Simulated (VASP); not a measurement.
# BaTe in VASP: notebook

BaTe is run at these levels: PBEsol; tasks: single point, relaxation of shape and atoms at fixed volume.

Program: VASP 6.6.1. These are calculated values, not measurements. Logs are shortened: lines on timing, memory, paths and dates and some standing lists are left out, and cuts for length are marked.

## 1. The cell of the first run

The structure is monoclinic, space group Cm (No. 8). The conventional cell has a = 8.329 Å, b = 4.809 Å, c = 8.459 Å, α = 90.00°, β = 90.00°, γ = 90.00°. Ba (site symmetry m) has 6 Te at 3.49 Å and 2 Ba at 4.23 Å within 4.6 Å. Ba (site symmetry m) has 6 Te at 3.47 to 3.51 Å and 2 Ba at 4.23 Å within 4.6 Å. Within 4.6 Å of Te (site symmetry m) lie 6 Ba at 3.47 to 3.50 Å. Within 4.6 Å of Te (site symmetry m) lie 6 Ba at 3.48 to 3.51 Å.

## 2. Single point, PBEsol (atom 2 (Ba) moved 0.02 Å along y)

The input, INCAR:

```
SYSTEM = BaTe
ALGO = Normal
EDIFF = 1E-6
ENCUT = 520
GGA = PS
ISIF = 2
ISMEAR = 0
LASPH = .TRUE.
LCHARG = .FALSE.
LREAL = .FALSE.
LWAVE = .FALSE.
NBANDS = 24
NELM = 80
PREC = Accurate
SIGMA = 0.05
```

The input, KPOINTS:

```
k-points
0
G
  8 8 4
  0 0 0
```

The input, POSCAR:

```
BaTe
1.0
    4.8089211837      0.0000000000      0.0000000000
   -2.4044605919      4.1646479098      0.0000000000
    0.0000000000      0.0000000000      8.4591041432
Ba Te
2 2
Direct
    0.0000000000      0.0000000000      0.0000000000
    0.0024011634      0.0048023267      0.5000000000
    0.3333333333      0.6666666667      0.2500000000
    0.6666666667      0.3333333333      0.7500000000
```

Potentials or basis: VASP PAW PBE potentials, release 64 (Ba_sv, Te).

Command:

```console
cat potpaw_PBE.64/Ba_sv/POTCAR potpaw_PBE.64/Te/POTCAR > POTCAR
mpirun -np 1 vasp_std > vasp.out
```

OUTCAR:

```text
SYSTEM = BaTe
   EDIFF = 1E-6
   ENCUT = 520
   GGA = PS
   ISIF = 2
   ISMEAR = 0
   LASPH = .TRUE.
   LREAL = .FALSE.
   NELM = 80
   PREC = Accurate

 ion  position               nearest neighbor table
   1  0.000  0.000  0.000-   3 3.49   4 3.49   3 3.49   4 3.49   4 3.49   3 3.49   2 4.23   2 4.23

   2  0.002  0.005  0.500-   3 3.47   4 3.48   4 3.48   3 3.50   3 3.50   4 3.51   1 4.23   1 4.23

   3  0.333  0.667  0.250-   2 3.47   1 3.49   1 3.49   1 3.49   2 3.50   2 3.50
   4  0.667  0.333  0.750-   2 3.48   2 3.48   1 3.49   1 3.49   1 3.49   2 3.51

  LATTYP: Found a hexagonal cell.
 ALAT       =     4.8089211837
 C/A-ratio  =     1.7590440392

  Lattice vectors:

 A1 = (   4.8089211837,   0.0000000000,   0.0000000000)
 A2 = (  -2.4044605919,   4.1646479098,   0.0000000000)
 A3 = (   0.0000000000,   0.0000000000,   8.4591041432)

Analysis of symmetry for initial positions (statically):
=====================================================================
 Subroutine PRICEL returns:
 Original cell was already a primitive cell.

 Routine SETGRP: Setting up the symmetry group for a
 hexagonal supercell.

 Subroutine GETGRP returns: Found  2 space group operations
 (whereof  2 operations were pure point group operations)
 out of a pool of 24 trial point group operations.

The static configuration has the point symmetry C_1h.

Analysis of symmetry for dynamics (positions and initial velocities):
=====================================================================
 Subroutine PRICEL returns:
 Original cell was already a primitive cell.

 Routine SETGRP: Setting up the symmetry group for a
 hexagonal supercell.

 Subroutine GETGRP returns: Found  2 space group operations
 (whereof  2 operations were pure point group operations)
 out of a pool of 24 trial point group operations.

The dynamic configuration has the point symmetry C_1h.

 Subroutine INISYM returns: Found  2 space group operations
 (whereof  2 operations are pure point group operations),
 and found     1 'primitive' translations

----------------------------------------------------------------------------------------

                                     Primitive cell

  volume of cell :     169.4144

  direct lattice vectors                    reciprocal lattice vectors
     4.808921184  0.000000000  0.000000000     0.207946847  0.120058168  0.000000000
    -2.404460592  4.164647910  0.000000000     0.000000000  0.240116337  0.000000000
     0.000000000  0.000000000  8.459104143     0.000000000  0.000000000  0.118215828

  length of vectors
     4.808921184  4.808921184  8.459104143     0.240116337  0.240116337  0.118215828

  position of ions in fractional coordinates (direct lattice)
     0.000000000  0.000000000  0.000000000
     0.002401163  0.004802327  0.500000000
     0.333333333  0.666666667  0.250000000
     0.666666667  0.333333333  0.750000000

  ion indices of the primitive-cell ions
   primitive index   ion index
                 1           1
                 2           2
                 3           3
                 4           4

----------------------------------------------------------------------------------------

 KPOINTS: k-points

Automatic generation of k-mesh.
 Grid dimensions read from file:
 generate k-points for:    8    8    4

 Generating k-lattice:

  Cartesian coordinates                     Fractional coordinates (reciprocal lattice)
     0.025993356  0.015007271  0.000000000     0.125000000  0.000000000  0.000000000
     0.000000000  0.030014542  0.000000000     0.000000000  0.125000000  0.000000000
     0.000000000  0.000000000  0.029553957     0.000000000  0.000000000  0.250000000

  Length of vectors
     0.030014542  0.030014542  0.029553957

  Shift w.r.t. Gamma in fractional coordinates (k-lattice)
     0.000000000  0.000000000  0.000000000

 Subroutine IBZKPT returns following result:
 ===========================================

 Found     78 irreducible k-points:

 Following reciprocal coordinates:
            Coordinates               Weight
  0.000000  0.000000  0.000000      1.000000
  0.125000  0.000000  0.000000      4.000000
  0.000000  0.125000  0.000000      2.000000
  0.250000  0.000000  0.000000      4.000000
  0.000000  0.250000  0.000000      2.000000
  0.375000  0.000000  0.000000      4.000000
[... 16 lines left out ...]
  0.125000  0.000000  0.250000      4.000000
  0.000000  0.125000  0.250000      2.000000
 [... further k-points ...]
   k-points           NKPTS =     78   k-points in BZ     NKDIM =     78   number of bands    NBANDS=     24
   number of dos      NEDOS =    301   number of ions     NIONS =      4
   total plane-waves  NPLWV =  82944
   dimension x,y,z NGX =    36 NGY =   36 NGZ =   64
   dimension x,y,z NGXF=    72 NGYF=   72 NGZF=  128
   ions per type =               2   2
   NGX,Y,Z   is equivalent  to a cutoff of  12.45, 12.45, 12.58 a.u.
   NGXF,Y,Z  is equivalent  to a cutoff of  24.89, 24.89, 25.16 a.u.
 SYSTEM =  BaTe
   PREC   = accura    normal or accurate (medium, high low for compatibility)
   ISTART =      0    job   : 0-new  1-cont  2-samecut
   ICHARG =      2    charge: 1-file 2-atom 10-const
   ISPIN  =      1    spin polarized calculation?
   LNONCOLLINEAR =      F non collinear calculations
   LSORBIT =      F    spin-orbit coupling
   LASPH  =      T    aspherical Exc in radial PAW
   ENCUT  =  520.0 eV  38.22 Ry    6.18 a.u.   8.94  8.94 15.73*2*pi/ulx,y,z
   NELM   =     80;   NELMIN=  2; NELMDL= -5     # of ELM steps
   EDIFF  = 0.1E-05   stopping-criterion for ELM
   LREAL  =      F    real-space projection
   EDIFFG = 0.1E-04   stopping-criterion for IOM
   NSW    =      0    number of steps for IOM
   IBRION =     -1    ionic relax: 0-MD 1-quasi-New 2-CG
   NFREE  =      0    steps in history (QN), initial steepest desc. (CG)
   ISIF   =      2    stress and relaxation
   ISYM   =      2    0-nonsym 1-usesym 2-fastsym
   POTIM  = 0.5000    time-step for ionic-motion
   TEBEG  =    0.0;   TEEND  =   0.0 temperature during run
   PSTRESS=    0.0 pullay stress
   NELECT =      32.0000    total number of electrons
   NUPDOWN=      -1.0000    fix difference up-down
   EMIN   =  10.00;   EMAX   =-10.00  energy-range for DOS
   EFERMI =   0.00;   METHOD = LEGACY
   ISMEAR =     0;   SIGMA  =   0.05  broadening in eV -4-tet -1-fermi 0-gaus
   EFERMI_NEDOS =   21; number of points for ismear=-14 and -15
   IALGO  =     38    algorithm
   IMIX   =      4    mixing-type and parameters
     AMIX     =   0.40;   BMIX     =  1.00
     AMIX_MAG =   1.60;   BMIX_MAG =  1.00
  volume/ion in A,a.u.               =      42.35       285.82
  Fermi-wavevector in a.u.,A,eV,Ry     =   0.939308  1.775035 12.004415  0.882300
  Thomas-Fermi vector in A             =   2.066607
   LORBIT       =      0    0 simple, 1 ext, 2 COOP (PROOUT), +10 PAW based schemes
   GGA     = PS    functional components
   LHFCALC =     F    Hartree Fock is set to
   AEXX    =    0.0000 exact exchange contribution
   IVDW    =     0    specifies the selected vdW correction
   LEPSILON=     F    determine dielectric tensor
   LRPA    =     F    only Hartree local field effects (RPA)
 non-spin polarized calculation
 Gauss-broadening in eV      SIGMA  =   0.05
  energy-cutoff  :      520.00
  volume of cell :      169.41
 maximum number of plane-waves:      4584
   NGX = 17   NGY = 17   NGZ = 31

 number of electron      31.9999999 magnetization

 Free energy of the ion-electron system (eV)
  ---------------------------------------------------
  ext. energy  EPLUGINS =         0.00000000
  ---------------------------------------------------
  free energy    TOTEN  =       -18.06929805 eV

  energy without entropy =      -18.06929805  energy(sigma->0) =      -18.06929805

 E-fermi :   2.5727     XC(G=0):  -8.4434

 val. band max:        2.3536029323   @ k =   0.0000   0.0000   0.0000
 cond. band min:       3.8477914002   @ k =   0.0000   0.5000   0.0000
 fundamental gap:      1.4941884679
 Fermi energy:         2.5727223838

 k-point     1 :       0.0000    0.0000    0.0000
  band No.  band energies     occupation
      1     -24.8055      2.00000
      2     -24.7746      2.00000
      3     -10.5341      2.00000
      4      -9.9513      2.00000
      5      -9.9512      2.00000
      6      -9.8914      2.00000
[... 16 lines left out ...]
     23       6.4825      0.00000
     24       7.5670      0.00000

 k-point     2 :       0.1250    0.0000    0.0000
  band No.  band energies     occupation
      1     -24.8035      2.00000
      2     -24.7728      2.00000
      3     -10.5024      2.00000
      4     -10.0221      2.00000
      5      -9.9603      2.00000
      6      -9.9253      2.00000
[... 16 lines left out ...]
     23       7.1263      0.00000
     24       7.4554      0.00000

 k-point     3 :       0.0000    0.1250    0.0000
  band No.  band energies     occupation
      1     -24.8035      2.00000
      2     -24.7728      2.00000
      3     -10.5024      2.00000
      4     -10.0221      2.00000
      5      -9.9603      2.00000
      6      -9.9254      2.00000
[... 16 lines left out ...]
     23       7.1263      0.00000
     24       7.4598      0.00000
[... 514 lines left out ...]
 k-point    23 :       0.1250    0.0000    0.2500
  band No.  band energies     occupation
      1     -24.7990      2.00000
      2     -24.7774      2.00000
      3     -10.4214      2.00000
      4     -10.0272      2.00000
      5      -9.9513      2.00000
      6      -9.9401      2.00000
[... 16 lines left out ...]
     23       6.6513      0.00000
     24       7.0608      0.00000

 k-point    24 :       0.0000    0.1250    0.2500
  band No.  band energies     occupation
      1     -24.7990      2.00000
      2     -24.7774      2.00000
      3     -10.4214      2.00000
      4     -10.0272      2.00000
      5      -9.9513      2.00000
      6      -9.9401      2.00000
[... 16 lines left out ...]
     23       6.6517      0.00000
     24       7.0639      0.00000

 [... further k-points ...]

------------------------ aborting loop because EDIFF is reached ----------------------------------------

  FORCE on cell =-STRESS in cart. coord.  units (eV):
  Direction    XX          YY          ZZ          XY          YZ          ZX
  --------------------------------------------------------------------------------------
  -------------------------------------------------------------------------------------
  Total        0.4041330      0.4051164      0.4941974     -0.0000000     -0.0020429      0.0000000
  in kB        3.8219463      3.8312463      4.6736991     -0.0000000     -0.0193202      0.0000000
  external PRESSURE =       4.1089639 kB  Pullay stress =       0.0000000 kB

 VOLUME and BASIS-vectors are now :
 -----------------------------------------------------------------------------
  energy-cutoff  :      520.00
  volume of cell :      169.41
      direct lattice vectors                 reciprocal lattice vectors
     4.808921184  0.000000000  0.000000000     0.207946847  0.120058168  0.000000000
    -2.404460592  4.164647910  0.000000000     0.000000000  0.240116337  0.000000000
     0.000000000  0.000000000  8.459104143     0.000000000  0.000000000  0.118215828

 POSITION                                       TOTAL-FORCE (eV/Angst)
 -----------------------------------------------------------------------------------
      0.00000      0.00000      0.00000         0.000000     -0.002776     -0.000001
      0.00000      0.02000      4.22955         0.000000     -0.036639      0.000016
     -0.00000      2.77643      2.11478        -0.000000      0.020164     -0.000548
      2.40446      1.38822      6.34433        -0.000000      0.019251      0.000534
 -----------------------------------------------------------------------------------
    total drift:                               -0.000000      0.000085     -0.000001

  FREE ENERGIE OF THE ION-ELECTRON SYSTEM (eV)
  ---------------------------------------------------
  free  energy   TOTEN  =       -18.0692980469 eV

  energy  without entropy=      -18.0692980469  energy(sigma->0) =      -18.06929805
```

Run time: 5 min. Hardware: 1 thread of Intel Xeon 8259CL, shared host; peak memory 0.46 GiB.

Results:

```yaml
Free_energy: -18.0693 eV
Pressure: 0.4 GPa
Largest_force: 0.037 eV/Å
Band_gap_on_the_k_mesh: 1.49 eV (least direct gap 1.55 eV)
```

Forces in eV/Å, atoms in the order of the input:
```
Ba   0.000 -0.003  0.000
Ba   0.000 -0.037  0.000
Te   0.000  0.020 -0.001
Te   0.000  0.019  0.001
```

Levels at points of the mesh, in eV from the valence-band top:
| k point | band 12 | band 13 | band 14 | band 15 | band 16 | band 17 | band 18 | band 19 | band 20 | band 21 |
| --- | --- | --- | --- | --- | --- | --- | --- | --- | --- | --- |
| (0.00, 0.00, 0.00) | -1.08 | -1.08 | -0.26 | 0.00 | 0.00 | 1.55 | 2.76 | 2.98 | 2.98 | 3.07 |
| (0.50, 0.00, 0.00) | -1.59 | -1.22 | -1.12 | -0.78 | -0.38 | 1.49 | 2.87 | 4.50 | 4.64 | 4.67 |
| (0.00, 0.50, 0.00) | -1.59 | -1.22 | -1.12 | -0.78 | -0.38 | 1.49 | 2.87 | 4.50 | 4.64 | 4.67 |
| (0.00, 0.00, 0.50) | -1.60 | -0.64 | -0.64 | -0.63 | -0.63 | 2.92 | 2.92 | 3.52 | 3.52 | 3.54 |
| (0.50, 0.00, 0.50) | -1.88 | -1.07 | -1.07 | -0.83 | -0.83 | 2.35 | 2.35 | 4.16 | 4.16 | 5.21 |
| (0.00, 0.50, 0.50) | -1.88 | -1.07 | -1.07 | -0.84 | -0.83 | 2.35 | 2.35 | 4.16 | 4.16 | 5.20 |

Caveat: the cell differs from its parent crystal (atom 2 (Ba) moved 0.02 Å along y); the PAW data sets were made with another functional, which shifts forces and pressure a little; spin-orbit coupling is left out, which moves the levels of the heavy elements.

## 3. Single point, PBEsol

The input, INCAR:

```
ALGO = Normal
EDIFF = 1E-6
ENCUT = 520
GGA = PS
ISIF = 2
ISMEAR = 0
LASPH = T
LCHARG = F
LREAL = F
LWAVE = F
NBANDS = 24
NELM = 80
PREC = Accurate
SIGMA = 0.05
```

The input, KPOINTS:

```
k-points
0
Gamma
  8 8 4
```

The input, POSCAR:

```
BaTe
1.0
    4.8089211837      0.0000000000     -0.0240446059
   -2.4044605919      4.1646479098      0.0120223030
   -0.0422955207      0.0000000000      8.4591041432
Ba Te
2 2
Direct
    0.0000000000      0.0000000000      0.0000000000
    0.0000000000      0.0000000000      0.5000000000
    0.3333333333      0.6666666667      0.2500000000
    0.6666666667      0.3333333333      0.7500000000
```

Potentials or basis: VASP PAW PBE potentials, release 64 (Ba_sv, Te).

Command:

```console
cat potpaw_PBE.64/Ba_sv/POTCAR potpaw_PBE.64/Te/POTCAR > POTCAR
mpirun -np 1 vasp_std > vasp.out
```

Wall time 5.7 min (1 thread of Intel Xeon 8259CL, shared host); peak memory 0.46 GiB.

It converged, with:

- Free energy: -18.0685 eV
- Pressure: 0.4 GPa
- Band gap on the k mesh: 1.49 eV (least direct gap 1.54 eV)

Stress tensor (GPa, compression positive):
```
0.38 0.00 0.23
0.00 0.38 0.00
0.23 0.00 0.46
```

Levels at points of the mesh, in eV from the valence-band top:
| k point | band 14 | band 15 | band 16 | band 17 | band 18 | band 19 |
| --- | --- | --- | --- | --- | --- | --- |
| (0.00, 0.00, 0.00) | -0.26 | 0.00 | 0.00 | 1.54 | 2.76 | 2.98 |
| (0.50, 0.00, 0.00) | -1.12 | -0.78 | -0.38 | 1.49 | 2.87 | 4.49 |
| (0.00, 0.50, 0.00) | -1.12 | -0.78 | -0.38 | 1.49 | 2.87 | 4.47 |
| (0.00, 0.00, 0.50) | -0.64 | -0.63 | -0.63 | 2.91 | 2.91 | 3.51 |
| (0.50, 0.00, 0.50) | -1.06 | -0.84 | -0.82 | 2.33 | 2.36 | 4.15 |
| (0.00, 0.50, 0.50) | -1.07 | -0.83 | -0.83 | 2.35 | 2.35 | 4.16 |

Caveat: the PAW data sets were made with another functional, which shifts forces and pressure a little; spin-orbit coupling is left out, which moves the levels of the heavy elements. A k mesh can miss the band edges.

(Part 1 of 2 ends here.)
